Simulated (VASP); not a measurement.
# Ag (Im-3m) in VASP: settings compared

Ag is run at these levels: PBEsol, PBE0; tasks: single point, relaxation of cell and atoms.

Program: VASP 6.6.1. These are calculated values, not measurements. Logs are shortened: lines on timing, memory, paths and dates and some standing lists are left out, and cuts for length are marked.

### Step 1. The cell of the first run

The structure is cubic, space group Im-3m (No. 229). Conventional cell: a = 3.311 Å, b = 3.311 Å, c = 3.311 Å, α = 90.00°, β = 90.00°, γ = 90.00°. Ag (site symmetry m-3m) has 14 Ag at 2.87 to 3.31 Å within 3.8 Å.

This isn't the form of Ag at room conditions, which is fcc.

### Step 2. Single point, PBEsol, non-collinear spin, zero start, spin-orbit coupling

INCAR

```
ALGO     = Fast           # electronic algorithm
EDIFF    = 1E-6           # SCF threshold, eV
ENCUT    = 520            # plane-wave cutoff, eV
GGA      = PS             # functional
GGA_COMPAT= False        
ISIF     = 2              # what is computed and relaxed
ISMEAR   = -1             # smearing method
LASPH    = True           # aspherical terms in the spheres
LCHARG   = True           # write CHGCAR
LMAXMIX  = 4              # l up to which the mixer works
LORBIT   = 11             # projections on sites
LORBMOM  = True         
LREAL    = False          # projectors in reciprocal space
LSORBIT  = True           # spin-orbit coupling
LVHAR    = True         
LWAVE    = False          # write WAVECAR
MAGMOM   = 0 0 0          # initial moments
NBANDS   = 22             # bands
NELM     = 150            # most SCF steps
PREC     = Accurate       # precision mode
SIGMA    = 0.05           # smearing width, eV
```

KPOINTS

```
k-points
0
Gamma
  11 11 11
```

POSCAR

```
Ag
1.0
   -1.6556540000      1.6556540000      1.6556540000
    1.6556540000     -1.6556540000      1.6556540000
    1.6556540000      1.6556540000     -1.6556540000
Ag
1
Direct
    0.0000000000      0.0000000000      0.0000000000
```

Potentials or basis: VASP PAW PBE potentials, release 64 (Ag).

Started as:

```sh
cat potpaw_PBE.64/Ag/POTCAR > POTCAR
mpirun -np 1 vasp_ncl > vasp.out
```

OUTCAR:

```text
EDIFF = 1E-6
   ENCUT = 520
   GGA = PS
   ISIF = 2
   ISMEAR = -1
   LASPH = True
   LORBIT = 11
   LREAL = False
   LSORBIT = True
   NELM = 150
   PREC = Accurate

 ion  position               nearest neighbor table
   1  0.000  0.000  0.000-

  LATTYP: Found a body centered cubic cell.
 ALAT       =     3.3113080000

  Lattice vectors:

 A1 = (  -1.6556540000,   1.6556540000,   1.6556540000)
 A2 = (   1.6556540000,  -1.6556540000,   1.6556540000)
 A3 = (   1.6556540000,   1.6556540000,  -1.6556540000)

Analysis of symmetry for initial positions (statically):
=====================================================================
 Subroutine PRICEL returns:
 Original cell was already a primitive cell.

 Routine SETGRP: Setting up the symmetry group for a
 body centered cubic supercell.

 Subroutine GETGRP returns: Found 48 space group operations
 (whereof 48 operations were pure point group operations)
 out of a pool of 48 trial point group operations.

The static configuration has the point symmetry O_h .

Analysis of symmetry for dynamics (positions and initial velocities):
=====================================================================
 Subroutine PRICEL returns:
 Original cell was already a primitive cell.

 Routine SETGRP: Setting up the symmetry group for a
 body centered cubic supercell.

 Subroutine GETGRP returns: Found 48 space group operations
 (whereof 48 operations were pure point group operations)
 out of a pool of 48 trial point group operations.

The dynamic configuration has the point symmetry O_h .

Analysis of structural, dynamic, and magnetic symmetry:
=====================================================================
 Subroutine PRICEL returns:
 Original cell was already a primitive cell.

 Routine SETGRP: Setting up the symmetry group for a
 body centered cubic supercell.

 Subroutine GETGRP returns: Found 48 space group operations
 (whereof 48 operations were pure point group operations)
 out of a pool of 48 trial point group operations.

The overall configuration has the point symmetry O_h .

 Subroutine INISYM returns: Found 48 space group operations
 (whereof 48 operations are pure point group operations),
 and found     1 'primitive' translations

----------------------------------------------------------------------------------------
[... 151 lines left out ...]

 k-point     1 :       0.0000    0.0000    0.0000
  band No.  band energies     occupation
      1       0.0207      1.00000
      2       0.0207      1.00000
      3       2.5630      1.00000
      4       2.5630      1.00000
      5       2.5630      1.00000
      6       2.5630      1.00000
[... 589 lines left out ...]
     21      31.8645      0.00000
     22      31.8648      0.00000

 [... further k-points ...]

------------------------ aborting loop because EDIFF is reached ----------------------------------------

  FORCE on cell =-STRESS in cart. coord.  units (eV):
  Direction    XX          YY          ZZ          XY          YZ          ZX
  --------------------------------------------------------------------------------------
  -------------------------------------------------------------------------------------
  Total       -0.8473317     -0.8473317     -0.8473317      0.0000000      0.0000000      0.0000000
  in kB      -74.7816967    -74.7816967    -74.7816967      0.0000000      0.0000000      0.0000000
  external PRESSURE =     -74.7816967 kB  Pullay stress =       0.0000000 kB

 VOLUME and BASIS-vectors are now :
 -----------------------------------------------------------------------------
  energy-cutoff  :      520.00
  volume of cell :       18.15
      direct lattice vectors                 reciprocal lattice vectors
    -1.655654000  1.655654000  1.655654000     0.000000000  0.301995465  0.301995465
     1.655654000 -1.655654000  1.655654000     0.301995465  0.000000000  0.301995465
     1.655654000  1.655654000 -1.655654000     0.301995465  0.301995465  0.000000000

 POSITION                                       TOTAL-FORCE (eV/Angst)
 -----------------------------------------------------------------------------------
      0.00000      0.00000      0.00000        -0.000000      0.000000     -0.000000
 -----------------------------------------------------------------------------------
    total drift:                                0.000000      0.000000      0.000000

  FREE ENERGIE OF THE ION-ELECTRON SYSTEM (eV)
  ---------------------------------------------------
  free  energy   TOTEN  =        -3.2735157469 eV

  energy  without entropy=       -3.2700139931  energy(sigma->0) =       -3.27176487

 orbital moment (x)

 # of ion     p       d       tot
 ----------------------------------------
  1         0.000   0.000   0.000
 ----------------------------------------
            0.000   0.000   0.000

 orbital moment (y)

 # of ion     p       d       tot
 ----------------------------------------
  1        -0.000  -0.000  -0.000
 ----------------------------------------
           -0.000  -0.000  -0.000

 orbital moment (z)

 # of ion     p       d       tot
 ----------------------------------------
  1         0.000  -0.000  -0.000
 ----------------------------------------
            0.000  -0.000  -0.000

 Spin-Orbit-Coupling matrix elements

 Ion:    1  E_soc:     -0.0531222
 l=   1
     0.0000000    -0.0018038    -0.0018038
    -0.0018038     0.0000000    -0.0018038
    -0.0018038    -0.0018038     0.0000000
 l=   2
     0.0000000    -0.0014624     0.0000000    -0.0014624    -0.0055874
    -0.0014624     0.0000000    -0.0041906    -0.0014624    -0.0013969
     0.0000000    -0.0041906     0.0000000    -0.0041906     0.0000000
    -0.0014624    -0.0014624    -0.0041906     0.0000000    -0.0013969
    -0.0055874    -0.0013969     0.0000000    -0.0013969     0.0000000
 l=   3
     0.0000000     0.0000000     0.0000000     0.0000000     0.0000000     0.0000000     0.0000000
     0.0000000     0.0000000     0.0000000     0.0000000     0.0000000     0.0000000     0.0000000
     0.0000000     0.0000000     0.0000000     0.0000000     0.0000000     0.0000000     0.0000000
     0.0000000     0.0000000     0.0000000     0.0000000     0.0000000     0.0000000     0.0000000
     0.0000000     0.0000000     0.0000000     0.0000000     0.0000000     0.0000000     0.0000000
     0.0000000     0.0000000     0.0000000     0.0000000     0.0000000     0.0000000     0.0000000
     0.0000000     0.0000000     0.0000000     0.0000000     0.0000000     0.0000000     0.0000000

 total charge

# of ion       s       p       d       tot
------------------------------------------
    1        0.400   0.263   9.147   9.811

 magnetization (x)

# of ion       s       p       d       tot
------------------------------------------
    1       -0.000  -0.000   0.000  -0.000

 magnetization (y)

# of ion       s       p       d       tot
------------------------------------------
    1        0.000  -0.000  -0.000   0.000

 magnetization (z)

# of ion       s       p       d       tot
------------------------------------------
    1        0.000  -0.000   0.000   0.000
```

OSZICAR:

```text
N       E                     dE             d eps       ncg     rms          rms(c)
DAV:   1     0.667383940164E+02    0.66738E+02   -0.54805E+03  2464   0.967E+02
DAV:   2    -0.202691105098E+01   -0.68765E+02   -0.63819E+02  2746   0.240E+02
DAV:   3    -0.359287928379E+01   -0.15660E+01   -0.15602E+01  2918   0.389E+01
DAV:   4    -0.359896035232E+01   -0.60811E-02   -0.60806E-02  2782   0.246E+00
DAV:   5    -0.359902355140E+01   -0.63199E-04   -0.63199E-04  2814   0.250E-01    0.484E+00
RMM:   6    -0.328358481216E+01    0.31544E+00   -0.58089E-01  2476   0.734E+00    0.295E+00
RMM:   7    -0.327688870742E+01    0.66961E-02   -0.89434E-03  2708   0.116E+00    0.177E+00
RMM:   8    -0.327351389561E+01    0.33748E-02   -0.64560E-04  2770   0.288E-01    0.345E-01
RMM:   9    -0.327351346646E+01    0.42915E-06   -0.67028E-05  2847   0.729E-02    0.677E-02
RMM:  10    -0.327351629683E+01   -0.28304E-05   -0.14852E-05  2888   0.326E-02    0.348E-02
RMM:  11    -0.327351574686E+01    0.54997E-06   -0.28167E-06  2662   0.161E-02
   1 F= -.32735157E+01 E0= -.32717649E+01  d E =-.350175E-02  mag=     0.0000     0.0000    -0.0000
```

It took 75 s on 1 thread of AMD EPYC 7R13, shared host; peak memory 0.18 GiB.

Results:

| Quantity | Value |
| --- | --- |
| Free energy | -3.2735 eV |
| Pressure | -7.5 GPa |
| Net moment | 0.00 μB per cell |
| Valence electrons inside the program's atomic spheres | Ag 9.81 |

Moments on the atoms (μB; x, y, z):
```
Ag  0.00 0.00 0.00
```

Caveat: the cell stands under tension; the PAW data sets were made with another functional, which shifts forces and pressure a little.

### Step 3. Relaxation of cell and atoms, PBE0

POSCAR is that of step 2.

INCAR.step1

```
SYSTEM = Ag
ALGO = Normal
EDIFF = 1E-5
ENCUT = 600
GGA = PE
ISMEAR = -1
LASPH = .True.
LCHARG = .False.
LREAL = .False.
LWAVE = .True.
NBANDS = 12
NELM = 100
PREC = Accurate
SIGMA = 0.05
```

INCAR.step2

```
SYSTEM = Ag
AEXX = 0.25
ALGO = Normal
EDIFF = 1E-6
EDIFFG = -0.01
ENCUT = 600
GGA = PE
IBRION = 2
ISIF = 3
ISMEAR = -1
ISTART = 1
LASPH = .True.
LCHARG = .False.
LHFCALC = .True.
LREAL = .False.
LWAVE = .False.
NELM = 100
NSW = 60
PREC = Accurate
PRECFOCK = Normal
SIGMA = 0.05
```

KPOINTS

```
k-points
0
Gamma
  6 6 6
  0 0 0
```

Potentials or basis: VASP PAW PBE potentials, release 64 (Ag).

Started as:

```sh
cat potpaw_PBE.64/Ag/POTCAR > POTCAR
cp INCAR.step1 INCAR
mpirun -np 1 vasp_std > vasp.out
cp INCAR.step2 INCAR
mpirun -np 1 vasp_std > vasp.out
```

Wall time 18 min (1 thread of Intel Xeon Platinum 8559C (Emerald Rapids), shared host); peak memory 0.16 GiB.

Results (log left out):

| Quantity | Value |
| --- | --- |
| Free energy | -2.9157 eV |
| Relaxed volume | 17.86 Å³/atom |
| Relaxed cell | a = 2.852 Å, b = 2.852 Å, c = 2.852 Å, α = 109.47°, β = 109.47°, γ = 109.47° |
| Space group after relaxing (to 0.1 Å) | Im-3m (No. 229) |
| Energy gained by relaxing | 1.3 meV/atom |
| Ionic steps | 3 |
| Pressure after relaxing | 0.0 GPa |
| Band gap on the k mesh | zero (an odd number of electrons rules out a gap without spin polarisation) |

The path:
```tsv
step	energy change (eV)	largest force (eV/Å)	pressure (GPa)	volume (Å³)
1	0.0000	0.0000	-1.43	18.15
2	-0.0010	0.0000	0.63	17.73
3	-0.0013	0.0000	0.01	17.86
```

Final structure:
```
Ag
1.0
    -1.64674    1.64674    1.64674
     1.64674   -1.64674    1.64674
     1.64674    1.64674   -1.64674
Ag
1
Direct
  0.00000 0.00000 0.00000
```

Levels at points of the mesh, in eV from the Fermi level:
| k point | band 2 | band 3 | band 4 | band 5 | band 6 | band 7 | band 8 | band 9 |
| --- | --- | --- | --- | --- | --- | --- | --- | --- |
| (0.00, 0.00, 0.00) | -6.74 | -6.74 | -6.74 | -5.46 | -5.46 | 18.94 | 18.94 | 18.94 |
| (0.50, 0.00, 0.00) | -7.51 | -5.49 | -5.30 | -4.35 | -0.45 | 4.63 | 14.24 | 15.43 |
| (0.50, 0.50, 0.50) | -8.16 | -4.61 | -4.61 | -4.61 | 7.71 | 7.71 | 7.71 | 13.78 |

Caveat: the k points lie up to 0.45 Å⁻¹ apart in the final cell, too coarse for converged energies and pressures of a metal; the PAW data sets were made with another functional, which shifts forces and pressure a little.
